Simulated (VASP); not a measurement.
# Ti (P6/mmm) in VASP: a series of runs

Runs on Ti. Level: PBEsol. Tasks: single point.

Program: VASP 6.6.1. These are calculated values, not measurements. Logs are shortened: lines on timing, memory, paths and dates and some standing lists are left out, and cuts for length are marked.

**1. The cell of the first run**

Symmetry: P6/mmm, No. 191, hexagonal system. The conventional cell has a = 4.596 Å, b = 4.596 Å, c = 2.658 Å, α = 90.00°, β = 90.00°, γ = 120.00°. Within 3.5 Å of Ti (site symmetry 6/mmm) lie 14 Ti at 2.66 to 2.97 Å. Within 3.5 Å of Ti (site symmetry -6m2) lie 11 Ti at 2.65 to 2.97 Å.

**2. Single point, PBEsol**

Input file INCAR:

```
PREC = Accurate
ENCUT = 520
EDIFF = 1E-6
ISMEAR = 0
SIGMA = 0.15
LREAL = F
LASPH = T
NELM = 60
ALGO = Fast
ISIF = 2
LWAVE = F
LCHARG = F
GGA = PS
NBANDS = 25
```

Input file KPOINTS:

```
regular mesh
0
Gamma
  12 12 14
```

Input file POSCAR:

```
Ti
1.0
    4.5962000000      0.0000000000      0.0000000000
   -2.2981000000      3.9804259609      0.0000000000
    0.0000000000      0.0000000000      2.6584000000
Ti
3
Direct
    0.0000000000      0.0000000000      0.0000000000
    0.3333333333      0.6666666667      0.5000000000
    0.6666666667      0.3333333333      0.5000000000
```

Potentials or basis: VASP PAW PBE potentials, release 64 (Ti_sv).

Launch:

```
> cat potpaw_PBE.64/Ti_sv/POTCAR > POTCAR
> mpirun -np 1 vasp_std > vasp.out
```

OUTCAR:

```text
PREC = Accurate
   ENCUT = 520
   EDIFF = 1E-6
   ISMEAR = 0
   LREAL = F
   LASPH = T
   NELM = 60
   ISIF = 2
   GGA = PS

 ion  position               nearest neighbor table
   1  0.000  0.000  0.000-
   2  0.333  0.667  0.500-   3 2.65   3 2.65   3 2.65
   3  0.667  0.333  0.500-   2 2.65   2 2.65   2 2.65

  LATTYP: Found a hexagonal cell.
 ALAT       =     4.5962000000
 C/A-ratio  =     0.5783908446

  Lattice vectors:

 A1 = (   4.5962000000,   0.0000000000,   0.0000000000)
 A2 = (  -2.2981000000,   3.9804259609,   0.0000000000)
 A3 = (   0.0000000000,   0.0000000000,   2.6584000000)

Analysis of symmetry for initial positions (statically):
=====================================================================
 Subroutine PRICEL returns:
 Original cell was already a primitive cell.

 Routine SETGRP: Setting up the symmetry group for a
 hexagonal supercell.

 Subroutine GETGRP returns: Found 24 space group operations
 (whereof 24 operations were pure point group operations)
 out of a pool of 24 trial point group operations.

The static configuration has the point symmetry D_6h.

Analysis of symmetry for dynamics (positions and initial velocities):
=====================================================================
 Subroutine PRICEL returns:
 Original cell was already a primitive cell.

 Routine SETGRP: Setting up the symmetry group for a
 hexagonal supercell.

 Subroutine GETGRP returns: Found 24 space group operations
 (whereof 24 operations were pure point group operations)
 out of a pool of 24 trial point group operations.

The dynamic configuration has the point symmetry D_6h.

 Subroutine INISYM returns: Found 24 space group operations
 (whereof 24 operations are pure point group operations),
 and found     1 'primitive' translations

----------------------------------------------------------------------------------------

                                     Primitive cell

  volume of cell :      48.6350

  direct lattice vectors                    reciprocal lattice vectors
     4.596200000  0.000000000  0.000000000     0.217571037  0.125614697  0.000000000
    -2.298100000  3.980425961  0.000000000     0.000000000  0.251229393  0.000000000
     0.000000000  0.000000000  2.658400000     0.000000000  0.000000000  0.376166115

  length of vectors
     4.596200000  4.596200000  2.658400000     0.251229393  0.251229393  0.376166115

  position of ions in fractional coordinates (direct lattice)
     0.000000000  0.000000000  0.000000000
     0.333333333  0.666666667  0.500000000
     0.666666667  0.333333333  0.500000000

  ion indices of the primitive-cell ions
   primitive index   ion index
                 1           1
                 2           2
                 3           3

----------------------------------------------------------------------------------------

 KPOINTS: regular mesh

Automatic generation of k-mesh.
 Grid dimensions read from file:
 generate k-points for:   12   12   14

 Generating k-lattice:

  Cartesian coordinates                     Fractional coordinates (reciprocal lattice)
     0.018130920  0.010467891  0.000000000     0.083333333  0.000000000  0.000000000
     0.000000000  0.020935783  0.000000000     0.000000000  0.083333333  0.000000000
     0.000000000  0.000000000  0.026869008     0.000000000  0.000000000  0.071428571

  Length of vectors
     0.020935783  0.020935783  0.026869008

  Shift w.r.t. Gamma in fractional coordinates (k-lattice)
     0.000000000  0.000000000  0.000000000

 Subroutine IBZKPT returns following result:
 ===========================================

 Found    152 irreducible k-points:

 Following reciprocal coordinates:
            Coordinates               Weight
  0.000000  0.000000  0.000000      1.000000
  0.083333  0.000000  0.000000      6.000000
  0.166667 -0.000000  0.000000      6.000000
  0.250000  0.000000  0.000000      6.000000
  0.333333  0.000000  0.000000      6.000000
  0.416667  0.000000  0.000000      6.000000
[... 16 lines left out ...]
  0.250000  0.000000  0.071429     12.000000
  0.333333  0.000000  0.071429     12.000000
 [... further k-points ...]
   k-points           NKPTS =    152   k-points in BZ     NKDIM =    152   number of bands    NBANDS=     25
   number of dos      NEDOS =    301   number of ions     NIONS =      3
   total plane-waves  NPLWV =  25920
   dimension x,y,z NGX =    36 NGY =   36 NGZ =   20
   dimension x,y,z NGXF=    72 NGYF=   72 NGZF=   40
   ions per type =               3
   NGX,Y,Z   is equivalent  to a cutoff of  13.02, 13.02, 12.51 a.u.
   NGXF,Y,Z  is equivalent  to a cutoff of  26.04, 26.04, 25.01 a.u.
 SYSTEM =  unknown system
   PREC   = accura    normal or accurate (medium, high low for compatibility)
   ISTART =      0    job   : 0-new  1-cont  2-samecut
   ICHARG =      2    charge: 1-file 2-atom 10-const
   ISPIN  =      1    spin polarized calculation?
   LNONCOLLINEAR =      F non collinear calculations
   LSORBIT =      F    spin-orbit coupling
   LASPH  =      T    aspherical Exc in radial PAW
   ENCUT  =  520.0 eV  38.22 Ry    6.18 a.u.   8.55  8.55  4.94*2*pi/ulx,y,z
   NELM   =     60;   NELMIN=  2; NELMDL= -5     # of ELM steps
   EDIFF  = 0.1E-05   stopping-criterion for ELM
   LREAL  =      F    real-space projection
   EDIFFG = 0.1E-04   stopping-criterion for IOM
   NSW    =      0    number of steps for IOM
   IBRION =     -1    ionic relax: 0-MD 1-quasi-New 2-CG
   NFREE  =      0    steps in history (QN), initial steepest desc. (CG)
   ISIF   =      2    stress and relaxation
   ISYM   =      2    0-nonsym 1-usesym 2-fastsym
   POTIM  = 0.5000    time-step for ionic-motion
   TEBEG  =    0.0;   TEEND  =   0.0 temperature during run
   PSTRESS=    0.0 pullay stress
   NELECT =      36.0000    total number of electrons
   NUPDOWN=      -1.0000    fix difference up-down
   EMIN   =  10.00;   EMAX   =-10.00  energy-range for DOS
   EFERMI =   0.00;   METHOD = LEGACY
   ISMEAR =     0;   SIGMA  =   0.15  broadening in eV -4-tet -1-fermi 0-gaus
   EFERMI_NEDOS =   21; number of points for ismear=-14 and -15
   IALGO  =     68    algorithm
   IMIX   =      4    mixing-type and parameters
     AMIX     =   0.40;   BMIX     =  1.00
     AMIX_MAG =   1.60;   BMIX_MAG =  1.00
  volume/ion in A,a.u.               =      16.21       109.40
  Fermi-wavevector in a.u.,A,eV,Ry     =   1.480901  2.798497 29.838504  2.193068
  Thomas-Fermi vector in A             =   2.594878
   LORBIT       =      0    0 simple, 1 ext, 2 COOP (PROOUT), +10 PAW based schemes
   GGA     = PS    functional components
   LHFCALC =     F    Hartree Fock is set to
   AEXX    =    0.0000 exact exchange contribution
   IVDW    =     0    specifies the selected vdW correction
   LEPSILON=     F    determine dielectric tensor
   LRPA    =     F    only Hartree local field effects (RPA)
 non-spin polarized calculation
 RMM-DIIS sequential band-by-band and
 Gauss-broadening in eV      SIGMA  =   0.15
  energy-cutoff  :      520.00
  volume of cell :       48.63
 maximum number of plane-waves:      1342
 NGX is ok and might be reduce to    36
   NGX = 17   NGY = 17   NGZ =  9

 number of electron      35.9999984 magnetization

 Free energy of the ion-electron system (eV)
  ---------------------------------------------------
  ext. energy  EPLUGINS =         0.00000000
  ---------------------------------------------------
  free energy    TOTEN  =       -24.96827441 eV

  energy without entropy =      -24.93159450  energy(sigma->0) =      -24.94993446

 E-fermi :   8.7252     XC(G=0): -11.9685

 val. band max:        8.7234560316   @ k =   0.4167   0.0833   0.1429
 cond. band min:       8.7264948344   @ k =   0.3333   0.3333   0.2857
 fundamental gap:      0.0030388028
 Fermi energy:         8.7251830417

 k-point     1 :       0.0000    0.0000    0.0000
  band No.  band energies     occupation
      1     -47.6838      2.00000
      2     -47.4620      2.00000
      3     -47.3106      2.00000
      4     -24.1141      2.00000
      5     -24.1141      2.00000
      6     -24.0343      2.00000
[... 17 lines left out ...]
     24      11.1795      0.00000
     25      11.2586      0.00000

 k-point     2 :       0.0833    0.0000    0.0000
  band No.  band energies     occupation
      1     -47.6823      2.00000
      2     -47.4610      2.00000
      3     -47.3133      2.00000
      4     -24.1488      2.00000
      5     -24.1424      2.00000
      6     -23.9979      2.00000
[... 17 lines left out ...]
     24      11.0303      0.00000
     25      11.4434      0.00000

 k-point     3 :       0.1667   -0.0000    0.0000
  band No.  band energies     occupation
      1     -47.6781      2.00000
      2     -47.4577      2.00000
      3     -47.3211      2.00000
      4     -24.2013      2.00000
      5     -24.1702      2.00000
      6     -23.9407      2.00000
[... 17 lines left out ...]
     24      10.9224      0.00000
     25      11.6777      0.00000

 k-point     4 :       0.2500    0.0000    0.0000
  band No.  band energies     occupation
      1     -47.6724      2.00000
      2     -47.4516      2.00000
      3     -47.3332      2.00000
      4     -24.2483      2.00000
      5     -24.1725      2.00000
      6     -23.8868      2.00000
[... 17 lines left out ...]
     24      10.8978      0.00000
     25      11.8836      0.00000
[... 477 lines left out ...]
 k-point    22 :       0.1667   -0.0000    0.0714
  band No.  band energies     occupation
      1     -47.6718      2.00000
      2     -47.4528      2.00000
      3     -47.3158      2.00000
      4     -24.1920      2.00000
      5     -24.1620      2.00000
      6     -23.9373      2.00000
[... 17 lines left out ...]
     24      10.8377      0.00000
     25      11.7103      0.00000

 k-point    23 :       0.2500    0.0000    0.0714
  band No.  band energies     occupation
      1     -47.6664      2.00000
      2     -47.4466      2.00000
      3     -47.3278      2.00000
      4     -24.2382      2.00000
      5     -24.1648      2.00000
      6     -23.8850      2.00000
[... 17 lines left out ...]
     24      10.8000      0.00000
     25      11.9484      0.00000

 k-point    24 :       0.3333    0.0000    0.0714
  band No.  band energies     occupation
      1     -47.6611      2.00000
      2     -47.4376      2.00000
      3     -47.3424      2.00000
      4     -24.2738      2.00000
      5     -24.1409      2.00000
      6     -23.8435      2.00000
[... 17 lines left out ...]
     24      10.9467      0.00000
     25      11.8752      0.00000

 [... further k-points ...]
[... 5 lines left out ...]
  --------------------------------------------------------------------------------------
  -------------------------------------------------------------------------------------
  Total       -0.7566382     -0.7566382      3.4633833      0.0000000      0.0000000      0.0000000
  in kB      -24.9258546    -24.9258546    114.0938782      0.0000000      0.0000000      0.0000000
  external PRESSURE =      21.4140563 kB  Pullay stress =       0.0000000 kB

 VOLUME and BASIS-vectors are now :
 -----------------------------------------------------------------------------
  energy-cutoff  :      520.00
  volume of cell :       48.63
      direct lattice vectors                 reciprocal lattice vectors
     4.596200000  0.000000000  0.000000000     0.217571037  0.125614697  0.000000000
    -2.298100000  3.980425961  0.000000000     0.000000000  0.251229393  0.000000000
     0.000000000  0.000000000  2.658400000     0.000000000  0.000000000  0.376166115

 POSITION                                       TOTAL-FORCE (eV/Angst)
 -----------------------------------------------------------------------------------
      0.00000      0.00000      0.00000        -0.000000      0.000000      0.000000
     -0.00000      2.65362      1.32920        -0.000000      0.000000     -0.000000
      2.29810      1.32681      1.32920         0.000000      0.000000      0.000000
 -----------------------------------------------------------------------------------
    total drift:                                0.000000      0.000000     -0.000000

  FREE ENERGIE OF THE ION-ELECTRON SYSTEM (eV)
  ---------------------------------------------------
  free  energy   TOTEN  =       -24.9682744130 eV

  energy  without entropy=      -24.9315944987  energy(sigma->0) =      -24.94993446
```

Run time: 4.1 min. Hardware: 1 thread of Intel Xeon 6975P-C (Granite Rapids), shared host; peak memory 0.26 GiB.

Results:

| Property | Result |
| --- | --- |
| Free energy | -24.9683 eV |
| Pressure | 2.1 GPa |
| Band gap on the k mesh | zero (band 18 reaches 8.77 eV, above the bottom of band 19 at 8.42 eV) |

Stress tensor (GPa, compression positive):
```
-2.49  0.00  0.00
 0.00 -2.49  0.00
 0.00  0.00 11.41
```

Levels at points of the mesh, in eV from the Fermi level:
| k point | band 16 | band 17 | band 18 | band 19 | band 20 | band 21 |
| --- | --- | --- | --- | --- | --- | --- |
| (0.00, 0.00, 0.00) | -0.72 | -0.63 | -0.63 | -0.30 | 0.39 | 1.38 |
| (0.50, 0.00, 0.00) | -0.55 | -0.46 | -0.38 | -0.01 | 0.29 | 1.07 |
| (0.00, 0.00, 0.50) | -1.62 | -1.62 | -1.23 | 0.92 | 0.92 | 1.53 |
| (0.50, 0.00, 0.50) | -1.18 | -0.55 | -0.25 | 0.38 | 1.10 | 1.29 |

Caveat: the PAW data sets were made with another functional, which shifts forces and pressure a little.

**3. Single point, PBEsol**

This run uses another cell than the first one, of 16.17 Å³/atom, 0.997 times its volume.

Input file INCAR:

```
SYSTEM = Ti
PREC = Accurate
ENCUT = 520
EDIFF = 1E-6
ISMEAR = 0
SIGMA = 0.15
LREAL = .False.
LASPH = .True.
NELM = 60
ALGO = Fast
ISIF = 2
LWAVE = .False.
LCHARG = .False.
GGA = PS
NBANDS = 25
```

Input file KPOINTS:

```
regular mesh
0
Gamma
  12 12 14
  0 0 0
```

Input file POSCAR:

```
Ti
1.0
    4.5420000000      0.0000000000      0.0000000000
   -2.2710000000      3.9334873840      0.0000000000
    0.0000000000      0.0000000000      2.7144000000
Ti
3
Direct
    0.0000000000      0.0000000000      0.0000000000
    0.3333333333      0.6666666667      0.5000000000
    0.6666666667      0.3333333333      0.5000000000
```

Potentials or basis: VASP PAW PBE potentials, release 64 (Ti_sv).

Launch:

```
> cat potpaw_PBE.64/Ti_sv/POTCAR > POTCAR
> mpirun -np 1 vasp_std > vasp.out
```

Wall time 4 min (1 thread of Intel Xeon 6975P-C (Granite Rapids), shared host); peak memory 0.26 GiB.

The run converged. Its results:

| Property | Result |
| --- | --- |
| Free energy | -25.0390 eV |
| Pressure | 2.3 GPa |
| Band gap on the k mesh | zero (band 18 reaches 8.94 eV, above the bottom of band 19 at 8.64 eV) |

Stress tensor (GPa, compression positive):
```
-0.30  0.00  0.00
 0.00 -0.30  0.00
 0.00  0.00  7.46
```

Levels at points of the mesh, in eV from the Fermi level:
| k point | band 15 | band 16 | band 17 | band 18 | band 19 | band 20 | band 21 | band 22 |
| --- | --- | --- | --- | --- | --- | --- | --- | --- |
| (0.00, 0.00, 0.00) | -0.72 | -0.72 | -0.63 | -0.63 | -0.17 | 0.55 | 1.37 | 1.37 |
| (0.50, 0.00, 0.00) | -2.73 | -0.50 | -0.42 | -0.42 | 0.01 | 0.43 | 1.19 | 1.43 |
| (0.00, 0.00, 0.50) | -1.99 | -1.69 | -1.69 | -1.46 | 1.01 | 1.01 | 1.44 | 1.44 |
| (0.50, 0.00, 0.50) | -1.84 | -1.22 | -0.61 | -0.46 | 0.36 | 0.98 | 1.21 | 1.24 |

Caveat: the PAW data sets were made with another functional, which shifts forces and pressure a little.
